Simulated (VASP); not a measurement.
B:

```xyz
1
Lattice="0.0000 1.5425 1.5425 1.5425 0.0000 1.5425 1.5425 1.5425 0.0000" Properties=species:S:1:pos:R:3 pbc="T T T"
B     0.0000    0.0000    0.0000
```

* Program: VASP 6.6.1
* Task: relaxation of cell and atoms
* Functional: PBE
* Potentials or basis: VASP PAW PBE potentials, release 64 (B)
* Cutoff: 500 eV
* k mesh: 10 × 10 × 10
* Occupations: gaussian, width 0.1 eV
* Spin: no spin polarisation

At the start: pressure -40.5 GPa; volume 7.34 Å³/atom.

Question: Where does the relaxation end?

Answer: Over 3 steps the energy falls by 220.3 meV/atom and the volume is 5.88 Å³/atom (-20.0 %); space group Fm-3m (No. 225, to 0.05 Å).

Step by step:
```tsv
step	energy change (eV)	largest force (eV/Å)	pressure (GPa)	volume (Å³)
1	0.0000	0.0000	-40.48	7.34
2	-0.2016	0.0000	18.36	5.54
3	-0.2203	0.0000	0.35	5.88
```

Final structure:
```cif
data_structure
_symmetry_space_group_name_H-M 'P 1'
_symmetry_Int_Tables_number 1
_cell_length_a 2.0254
_cell_length_b 2.0254
_cell_length_c 2.0254
_cell_angle_alpha 60.000
_cell_angle_beta 60.000
_cell_angle_gamma 60.000
_cell_volume 5.88
loop_
_atom_site_label
_atom_site_type_symbol
_atom_site_fract_x
_atom_site_fract_y
_atom_site_fract_z
_atom_site_occupancy
B1 B 0.00000 0.00000 0.00000 1
```

Caveat: the volume moved by over 15 % at a fixed basis, so the end points are rough.
